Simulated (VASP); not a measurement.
KCl: single point with HSE06

KCl:

```
K Cl
1.0
     3.78731    0.00000    0.00000
     0.00000    3.78731    0.00000
     0.00000    0.00000    3.78731
K Cl
1 1
Direct
  0.00000 0.00000 0.00000
  0.50000 0.50000 0.50000
```

```yaml
Program: VASP 6.6.1
Task: single point
Functional: HSE06
Potentials_or_basis: VASP PAW PBE potentials, release 64 (K_sv, Cl)
Cutoff: 520 eV
k_mesh: 4 × 4 × 4
Occupations: fermi-dirac, width 0.05 eV
Spin: no spin polarisation
```

| Item | Value |
| --- | --- |
| Pressure | 0.4 GPa |
| Band gap on the k mesh | 6.30 eV (least direct gap 6.53 eV) |

Levels at points of the mesh, in eV from the valence-band top:
```csv
k point,band 4,band 5,band 6,band 7,band 8,band 9,band 10,band 11,band 12,band 13
"(0.00, 0.00, 0.00)",-12.13,-12.13,-0.23,-0.23,-0.23,6.30,7.96,7.96,12.61,12.61
"(0.50, 0.00, 0.00)",-12.10,-12.01,-1.98,-0.24,-0.24,9.29,9.53,10.01,11.56,12.49
"(0.50, 0.50, 0.00)",-12.39,-12.07,-1.35,-1.35,0.00,7.59,8.84,10.62,10.62,13.22
"(0.50, 0.50, 0.50)",-12.32,-12.32,-1.50,-1.50,-1.50,10.32,10.32,10.32,11.85,11.85
```

Wall time 6.7 min on 1 thread of Intel(R) Xeon(R) Platinum 8259CL CPU @ 2.50GHz (Skylake/Cascade Lake), on a shared host, peak memory 0.26 GiB.

Caveat: the PAW data sets were made with another functional, which shifts forces and pressure a little. A k mesh can miss the band edges.
